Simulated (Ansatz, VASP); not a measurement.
Two plane-wave programs on Sn

INCAR

```
PREC = Accurate
ENCUT = 520
EDIFF = 1E-7
ISMEAR = 0
SIGMA = 0.15
LREAL = F
LASPH = T
NELM = 100
ALGO = Fast
ISIF = 2
LWAVE = F
LCHARG = F
GGA = PS
IVDW = 12
NBANDS = 13
```

Contents of KPOINTS:

```
Automatic mesh
0
Gamma
  18 18 18
```

POSCAR

```
Sn
1.0
   -1.8946518192      1.8946518192      2.0462239647
    1.8946518192     -1.8946518192      2.0462239647
    1.8946518192      1.8946518192     -2.0462239647
Sn
1
Direct
    0.0000000000      0.0000000000      0.0000000000
```

Input for Ansatz:

```yaml
crystal:
  lattice:
    - [-1.8946518192, 1.8946518192, 2.0462239647]
    - [1.8946518192, -1.8946518192, 2.0462239647]
    - [1.8946518192, 1.8946518192, -2.0462239647]
  atoms:
    - { symbol: Sn, position: [0.0, 0.0, 0.0] }
basis:
  ecutwfc: 420
kpoints:
  mp_grid: { grid: [18, 18, 18] }
hamiltonian:
  xc: pbesol
  dispersion: d3bj
scf:
  occupations: { method: gaussian, width: 0.15 }
output:
  forces: true
  stress: true
  eigenvalues: true
```

Change from the starting cell: strain +0.000 along x and y, +0.080 along z, atoms carried along.

Alike in both runs: task single point; functional PBEsol; dispersion D3(BJ); k mesh 18 × 18 × 18; occupations gaussian, width 0.15 eV; no spin polarisation.

|  | VASP | Ansatz |
| --- | --- | --- |
| version | VASP 6.6.1 | Ansatz 0.2.0 |
| potentials or method | VASP PAW PBE potentials, release 64 (Sn_d), cutoff 520 eV | scalar-relativistic, plane waves, PAW |
| valence electrons in the cell | 14 | 14 |

|  | VASP | Ansatz | Ansatz less VASP |
| --- | --- | --- | --- |
| gap on the k mesh at the Fermi level (eV) | none | none | - |
| pressure (GPa) | -7.0 | -7.0 | +0.06 |
| traceless stress, the component that is largest in VASP (GPa) | 0.43 | 0.43 | 0.000 |

VASP's potentials were made for PBE, not for PBEsol. A gap of «none» marks a metal or a gap that the smearing closes.
